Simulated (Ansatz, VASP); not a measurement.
**CaO in VASP and in Ansatz**

POSCAR

```
CaO
1.0
    0.0000000000      2.3975501260      2.2776726197
    2.3975501260      0.0000000000      2.2776726197
    2.3975501260      2.3975501260      0.0000000000
Ca O
1 1
Direct
    0.0000000000      0.0000000000      0.0000000000
    0.5000000000      0.5000000000      0.5000000000
```

File INCAR.step1:

```
SYSTEM = CaO
  PREC = Accurate
  ENCUT = 520
  ISMEAR = 0
  SIGMA = 0.01
  LREAL = .False.
  LASPH = .True.
  NELM = 80
  NBANDS = 15
  GGA = PE
  ALGO = Normal
  EDIFF = 1E-4
  LWAVE = .True.
  LCHARG = .False.
```

The input INCAR.step2:

```
SYSTEM = CaO
  PREC = Accurate
  ENCUT = 520
  EDIFF = 1E-6
  ISMEAR = 0
  SIGMA = 0.01
  LREAL = .False.
  LASPH = .True.
  NELM = 80
  ALGO = Normal
  ISIF = 2
  LWAVE = .False.
  LCHARG = .False.
  METAGGA = R2SCAN
  LMIXTAU = .True.
  NBANDS = 15
  ISTART = 1
```

The input KPOINTS:

```
regular mesh
0
Gamma
  10 10 10
  0 0 0
```

Input for Ansatz:

```yaml
crystal:
  lattice:
    - [0.0, 2.397550126, 2.2776726197]
    - [2.397550126, 0.0, 2.2776726197]
    - [2.397550126, 2.397550126, 0.0]
  atoms:
    - { symbol: Ca, position: [0.0, 0.0, 0.0] }
    - { symbol: O, position: [0.5, 0.5, 0.5] }
kpoints:
  mp_grid: { grid: [10, 10, 10] }
  band_path:
    path:
      - [0.0, 0.0, 0.0]
      - [0.5, 0.0, 0.5]
      - [0.625, 0.25, 0.625]
      - [0.375, 0.375, 0.75]
      - [0.5, 0.5, 0.5]
      - [0.5, 0.25, 0.75]
      - [0.5, 0.5, 0.0]
    npoints: 1
hamiltonian:
  xc: r2scan
scf:
  occupations: { method: fixed }
  n_extra_bands: 4
output:
  forces: true
  stress: true
  eigenvalues: true
```

Change from the starting cell: uniaxial_z strain -5.0%.

Alike in both runs: task single point; functional r2SCAN; k mesh 10 × 10 × 10; no spin polarisation.

|  | VASP | Ansatz |
| --- | --- | --- |
| version | VASP 6.6.1 | Ansatz 0.2.0 |
| potentials or method | VASP PAW PBE potentials, release 64 (Ca_sv, O) | plane waves, PAW |
| plane-wave cutoff (eV) | 520 | 500 |
| occupations | gaussian, width 0.01 eV | fixed |
| valence electrons in the cell | 16 | 16 |

VASP gave:

| Quantity | Value |
| --- | --- |
| gap on the k mesh at the Fermi level (eV) | 3.92 |
| pressure (GPa) | 8.9 |
| traceless stress, the component that is largest in VASP (GPa) | 8.96 |

Estimate Ansatz's values.

gap on the k mesh at the Fermi level (eV): 3.94; pressure (GPa): 7.5; traceless stress, the component that is largest in VASP (GPa): 8.43.

VASP's potentials were made for PBE, not for r2SCAN.
